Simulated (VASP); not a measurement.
# SiO2 (Fddd) in VASP: further runs

The runs below take SiO2 through single point, with RPBE, PBEsol.

All numbers are computed with VASP 6.6.1; they aren't measurements. Logs are shortened: lines on timing, memory, paths and dates and some standing lists are left out, and cuts for length are marked.

**1. The cell of the first run**

Symmetry: Fddd, No. 70, orthorhombic system. Conventional cell: a = 4.790 Å, b = 9.579 Å, c = 14.939 Å, α = 90.00°, β = 90.00°, γ = 90.00°. Si (site symmetry 2) has 4 O at 1.63 to 1.64 Å within 2.2 Å. Within 2.2 Å of O (site symmetry 2) lie 2 Si at 1.64 Å. O (site symmetry -1) has 2 Si at 1.63 Å within 2.2 Å.

**2. Single point, RPBE**

INCAR

```
PREC = Accurate
ENCUT = 520
EDIFF = 1E-6
ISMEAR = -1
SIGMA = 0.05
LREAL = False
LASPH = True
NELM = 60
ALGO = Normal
ISIF = 2
LWAVE = False
LCHARG = True
GGA = RP
LELF = True
LVHAR = True
NBANDS = 44
```

KPOINTS

```
regular mesh
0
Gamma
  7 7 7
```

POSCAR

```
SiO2
1.0
    0.0000000000      4.7895940728      7.4696783103
    2.3951806311      0.0000000000      7.4696783103
    2.3951806311      4.7895940728      0.0000000000
Si O
4 8
Direct
    0.9367996480      0.9367996480      0.5632003520
    0.6867996480      0.6867996480      0.3132003520
    0.3132003520      0.3132003520      0.6867996480
    0.5632003520      0.5632003520      0.9367996480
    0.0632791298      0.4367208702      0.0632791298
    0.4367208702      0.0632791298      0.4367208702
    0.8132791298      0.1867208702      0.8132791298
    0.1867208702      0.8132791298      0.1867208702
    0.1250000000      0.6250000000      0.6250000000
    0.6250000000      0.6250000000      0.6250000000
    0.6250000000      0.6250000000      0.1250000000
    0.6250000000      0.1250000000      0.6250000000
```

Potentials or basis: VASP PAW PBE potentials, release 64 (Si, O).

The run is started by

```console
> cat potpaw_PBE.64/Si/POTCAR potpaw_PBE.64/O/POTCAR > POTCAR
> mpirun -np 1 vasp_std > vasp.out
```

OUTCAR:

```text
PREC = Accurate
   ENCUT = 520
   EDIFF = 1E-6
   ISMEAR = -1
   LREAL = False
   LASPH = True
   NELM = 60
   ISIF = 2
   GGA = RP

 ion  position               nearest neighbor table
   1  0.937  0.937  0.563-  12 1.63   9 1.63   7 1.64   8 1.64   4 3.05   4 3.05
   2  0.687  0.687  0.313-  11 1.63  10 1.63   5 1.64   6 1.64   3 3.05   3 3.05
   3  0.313  0.313  0.687-  12 1.63   9 1.63   5 1.64   6 1.64   2 3.05   2 3.05
   4  0.563  0.563  0.937-  11 1.63  10 1.63   7 1.64   8 1.64   1 3.05   1 3.05
   5  0.063  0.437  0.063-   2 1.64   3 1.64
   6  0.437  0.063  0.437-   2 1.64   3 1.64
   7  0.813  0.187  0.813-   1 1.64   4 1.64
   8  0.187  0.813  0.187-   1 1.64   4 1.64
   9  0.125  0.625  0.625-   1 1.63   3 1.63
  10  0.625  0.625  0.625-   2 1.63   4 1.63
  11  0.625  0.625  0.125-   2 1.63   4 1.63
  12  0.625  0.125  0.625-   1 1.63   3 1.63

  LATTYP: Found a face centered orthorhombic cell.
 ALAT       =     4.7903612622
 B/A-ratio  =     1.9996796946
 C/A-ratio  =     3.1186283879

  Lattice vectors:

 A1 = (   0.0000000000,   4.7895940728,   7.4696783103)
 A2 = (   2.3951806311,   0.0000000000,   7.4696783103)
 A3 = (   2.3951806311,   4.7895940728,   0.0000000000)

Analysis of symmetry for initial positions (statically):
=====================================================================
 Subroutine PRICEL returns:
 Original cell was already a primitive cell.

 Routine SETGRP: Setting up the symmetry group for a
 face centered orthorhombic supercell.

 Subroutine GETGRP returns: Found  8 space group operations
 (whereof  4 operations were pure point group operations)
 out of a pool of  8 trial point group operations.

The static configuration has the point symmetry D_2 .
 The point group associated with its full space group is D_2h.

Analysis of symmetry for dynamics (positions and initial velocities):
=====================================================================
 Subroutine PRICEL returns:
 Original cell was already a primitive cell.

 Routine SETGRP: Setting up the symmetry group for a
 face centered orthorhombic supercell.

 Subroutine GETGRP returns: Found  8 space group operations
 (whereof  4 operations were pure point group operations)
 out of a pool of  8 trial point group operations.

The dynamic configuration has the point symmetry D_2 .
 The point group associated with its full space group is D_2h.

 Subroutine INISYM returns: Found  8 space group operations
 (whereof  4 operations are pure point group operations),
 and found     1 'primitive' translations

[... 126 lines left out ...]
   NUPDOWN=      -1.0000    fix difference up-down
   EMIN   =  10.00;   EMAX   =-10.00  energy-range for DOS
   EFERMI =   0.00;   METHOD = LEGACY
   ISMEAR =    -1;   SIGMA  =   0.05  broadening in eV -4-tet -1-fermi 0-gaus
   EFERMI_NEDOS =   21; number of points for ismear=-14 and -15
   IALGO  =     38    algorithm
   IMIX   =      4    mixing-type and parameters
     AMIX     =   0.40;   BMIX     =  1.00
     AMIX_MAG =   1.60;   BMIX_MAG =  1.00
  volume/ion in A,a.u.               =      14.28        96.38
  Fermi-wavevector in a.u.,A,eV,Ry     =   1.178904  2.227806 18.909584  1.389815
  Thomas-Fermi vector in A             =   2.315225
   LORBIT       =      0    0 simple, 1 ext, 2 COOP (PROOUT), +10 PAW based schemes
   GGA     = RP    functional components
   LHFCALC =     F    Hartree Fock is set to
   AEXX    =    0.0000 exact exchange contribution
   IVDW    =     0    specifies the selected vdW correction
   LEPSILON=     F    determine dielectric tensor
   LRPA    =     F    only Hartree local field effects (RPA)
 non-spin polarized calculation
  energy-cutoff  :      520.00
  volume of cell :      171.38
 maximum number of plane-waves:      4637
 NGX is ok and might be reduce to    70
   NGX = 33   NGY = 29   NGZ = 19

 number of electron      64.0000004 magnetization

 Free energy of the ion-electron system (eV)
  ---------------------------------------------------
  ext. energy  EPLUGINS =         0.00000000
  ---------------------------------------------------
  free energy    TOTEN  =       -91.04677132 eV

  energy without entropy =      -91.04677132  energy(sigma->0) =      -91.04677132

 E-fermi :   1.4378     XC(G=0):  -8.2041

 val. band max:        0.3189826682   @ k =   0.0000   0.0000   0.0000
 cond. band min:       5.9859894281   @ k =   0.0000   0.0000   0.0000
 fundamental gap:      5.6670067599
 Fermi energy:         1.4378156403

 k-point     1 :       0.0000    0.0000    0.0000
  band No.  band energies     occupation
      1     -18.9523      2.00000
      2     -18.0878      2.00000
      3     -18.0742      2.00000
      4     -17.0868      2.00000
      5     -17.0492      2.00000
      6     -16.9563      2.00000
[... 1117 lines left out ...]
     43      11.9080      0.00000
     44      12.2709      0.00000

 [... further k-points ...]

------------------------ aborting loop because EDIFF is reached ----------------------------------------

  FORCE on cell =-STRESS in cart. coord.  units (eV):
  Direction    XX          YY          ZZ          XY          YZ          ZX
  --------------------------------------------------------------------------------------
  -------------------------------------------------------------------------------------
  Total       -0.2412260     -0.4772812     -0.2969909      0.0000000      0.0000000      0.0000000
  in kB       -2.2551004     -4.4618614     -2.7764184      0.0000000      0.0000000      0.0000000
  external PRESSURE =      -3.1644601 kB  Pullay stress =       0.0000000 kB

 VOLUME and BASIS-vectors are now :
 -----------------------------------------------------------------------------
  energy-cutoff  :      520.00
  volume of cell :      171.38
      direct lattice vectors                 reciprocal lattice vectors
     0.000000000  4.789594073  7.469678310    -0.208752523  0.104392980  0.066937287
     2.395180631  0.000000000  7.469678310     0.208752523 -0.104392980  0.066937287
     2.395180631  4.789594073  0.000000000     0.208752523  0.104392980 -0.066937287

 POSITION                                       TOTAL-FORCE (eV/Angst)
 -----------------------------------------------------------------------------------
      3.59277      7.18439     13.99518         0.000000     -0.000000     -0.033372
      2.39518      4.78959     10.26034        -0.000000      0.000000     -0.033372
      2.39518      4.78959      4.67901        -0.000000      0.000000      0.033372
      3.59277      7.18439      8.41385         0.000000     -0.000000      0.033372
      1.19759      0.60616      3.73484        -0.000000     -0.035520      0.000000
      1.19759      4.18343      3.73484        -0.000000      0.035520      0.000000
      2.39518      7.79055      7.46968         0.000000     -0.035520      0.000000
      2.39518      1.78863      7.46968         0.000000      0.035520      0.000000
      2.99398      3.59220      5.60226        -0.000000      0.000000      0.000000
      2.99398      5.98699      9.33710         0.000000     -0.000000      0.000000
      1.79639      3.59220      9.33710        -0.000000      0.000000      0.000000
      1.79639      5.98699      5.60226         0.000000      0.000000      0.000000
 -----------------------------------------------------------------------------------
    total drift:                               -0.000000     -0.000000     -0.000000

  FREE ENERGIE OF THE ION-ELECTRON SYSTEM (eV)
  ---------------------------------------------------
  free  energy   TOTEN  =       -91.0467713158 eV

  energy  without entropy=      -91.0467713158  energy(sigma->0) =      -91.04677132
```

OSZICAR:

```text
N       E                     dE             d eps       ncg     rms          rms(c)
DAV:   1     0.405858328934E+03    0.40586E+03   -0.33128E+04  5664   0.133E+03
DAV:   2    -0.727898823335E+02   -0.47865E+03   -0.46381E+03  7140   0.312E+02
DAV:   3    -0.103006183435E+03   -0.30216E+02   -0.30069E+02  7040   0.834E+01
DAV:   4    -0.103400925891E+03   -0.39474E+00   -0.39407E+00  6976   0.105E+01
DAV:   5    -0.103407786708E+03   -0.68608E-02   -0.68554E-02  6892   0.135E+00    0.296E+01
DAV:   6    -0.908253013124E+02    0.12582E+02   -0.48008E+01  6624   0.320E+01    0.144E+01
DAV:   7    -0.909550988985E+02   -0.12980E+00   -0.14955E+00  6536   0.515E+00    0.514E+00
DAV:   8    -0.910081044524E+02   -0.53006E-01   -0.70303E-02  6772   0.175E+00    0.203E+00
DAV:   9    -0.910433946241E+02   -0.35290E-01   -0.55758E-02  6160   0.147E+00    0.471E-01
DAV:  10    -0.910468617429E+02   -0.34671E-02   -0.67097E-03  6504   0.427E-01    0.133E-01
DAV:  11    -0.910467496574E+02    0.11209E-03   -0.14039E-03  6744   0.196E-01    0.289E-02
DAV:  12    -0.910467655287E+02   -0.15871E-04   -0.39905E-05  6704   0.342E-02    0.266E-02
DAV:  13    -0.910467706348E+02   -0.51061E-05   -0.69827E-06  6200   0.161E-02    0.637E-03
DAV:  14    -0.910467713158E+02   -0.68099E-06   -0.13447E-06  4984   0.723E-03
   1 F= -.91046771E+02 E0= -.91046771E+02  d E =-.349160E-10
```

Run time: 20 min. Hardware: 1 thread of Intel Xeon 8259CL, shared host; peak memory 0.61 GiB.

Results:

```
Free energy            : -91.0468 eV
Pressure               : -0.3 GPa
Largest force          : 0.036 eV/Å
Band gap on the k mesh : 5.67 eV
```

Forces in eV/Å, atoms in the order of the input:
```
Si   0.000  0.000 -0.033
Si   0.000  0.000 -0.033
Si   0.000  0.000  0.033
Si   0.000  0.000  0.033
O    0.000 -0.036  0.000
O    0.000  0.036  0.000
O    0.000 -0.036  0.000
O    0.000  0.036  0.000
O    0.000  0.000  0.000
O    0.000  0.000  0.000
O    0.000  0.000  0.000
O    0.000  0.000  0.000
```

Caveat: the PAW data sets were made with another functional, which shifts forces and pressure a little; an odd mesh through Γ misses points on the zone boundary, where band edges can lie.

**3. Single point, PBEsol**

This run uses another cell than the first one, of 13.66 Å³/atom.

INCAR

```
PREC = Accurate
ENCUT = 520
EDIFF = 1E-6
ISMEAR = -1
SIGMA = 0.05
LREAL = F
LASPH = T
NELM = 60
ALGO = Normal
ISIF = 2
LWAVE = F
LCHARG = T
GGA = PS
LELF = T
LVHAR = T
NBANDS = 44
```

KPOINTS is that of step 2.

POSCAR

```
SiO2
1.0
    0.0000000000      4.7162571100      7.3627753715
    2.3595806657      0.0000000000      7.3627753715
    2.3595806657      4.7162571100      0.0000000000
Si O
4 8
Direct
    0.9367689200      0.9367689200      0.5632310800
    0.6867689200      0.6867689200      0.3132310800
    0.3132310800      0.3132310800      0.6867689200
    0.5632310800      0.5632310800      0.9367689200
    0.0634396000      0.4365604000      0.0634396000
    0.4365604000      0.0634396000      0.4365604000
    0.8134396000      0.1865604000      0.8134396000
    0.1865604000      0.8134396000      0.1865604000
    0.1250000000      0.6250000000      0.6250000000
    0.6250000000      0.6250000000      0.6250000000
    0.6250000000      0.6250000000      0.1250000000
    0.6250000000      0.1250000000      0.6250000000
```

Potentials or basis: VASP PAW PBE potentials, release 64 (Si, O).

The run is started by

```console
> cat potpaw_PBE.64/Si/POTCAR potpaw_PBE.64/O/POTCAR > POTCAR
> mpirun -np 1 vasp_std > vasp.out
```

It took 22 min on 1 thread of Intel Xeon 8259CL, shared host; peak memory 0.6 GiB.

The run converged. Its results:

```
Free energy            : -98.5362 eV
Pressure               : 3.0 GPa
Largest force          : 0.255 eV/Å
Band gap on the k mesh : 5.70 eV
```

Forces in eV/Å, atoms in the order of the input:
```
Si   0.000  0.000  0.056
Si   0.000  0.000  0.056
Si   0.000  0.000 -0.056
Si   0.000  0.000 -0.056
O    0.000  0.255  0.000
O    0.000 -0.255  0.000
O    0.000  0.255  0.000
O    0.000 -0.255  0.000
O    0.000  0.000  0.000
O    0.000  0.000  0.000
O    0.000  0.000  0.000
O    0.000  0.000  0.000
```

Stress tensor (GPa, compression positive):
```
2.87 0.00 0.00
0.00 3.17 0.00
0.00 0.00 3.00
```

Levels at points of the mesh, in eV from the valence-band top:
```csv
k point,band 28,band 29,band 30,band 31,band 32,band 33,band 34,band 35,band 36,band 37
"(0.00, 0.00, 0.00)",-0.77,-0.64,-0.44,-0.04,0.00,5.70,8.17,8.23,8.62,8.73
```

Caveat: the cell stands under pressure; the PAW data sets were made with another functional, which shifts forces and pressure a little; an odd mesh through Γ misses points on the zone boundary, where band edges can lie.
